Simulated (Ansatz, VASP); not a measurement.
# MgO in VASP and in Ansatz

```xyz
2
Lattice="0.0000 2.1039 2.1039 2.1039 0.0000 2.1039 2.1039 2.1039 0.0000" Properties=species:S:1:pos:R:3 pbc="T T T"
Mg    0.0000    0.0000    0.0000
O     2.1039    2.1039    2.1039
```

Alike in both runs: functional PBE; dispersion D3(BJ); k mesh 10 × 10 × 10; occupations gaussian, width 0.02 eV; no spin polarisation.

Ansatz relaxed the structure, and its values are those at the end. VASP's run is a single point on that final structure, the one shown.

|  | VASP | Ansatz |
| --- | --- | --- |
| version | VASP 6.6.1 | Ansatz 0.2.0 |
| potentials or method | VASP PAW PBE potentials, release 64 (Mg, O), cutoff 520 eV | scalar-relativistic, plane waves, PAW |
| valence electrons in the cell | 8 | 16 |

Ansatz gave:

```
gap on the k mesh at the Fermi level (eV) : 4.77
least direct gap on the mesh (eV)         : 4.77
pressure (GPa)                            : 0.0
```

Q: Which values does VASP return?

A: gap on the k mesh at the Fermi level (eV): 4.76; least direct gap on the mesh (eV): 4.76; pressure (GPa): -0.7.

VASP's potentials hold 8 valence electrons a cell and Ansatz's 16, so a difference there can come from the potentials and not from the codes.
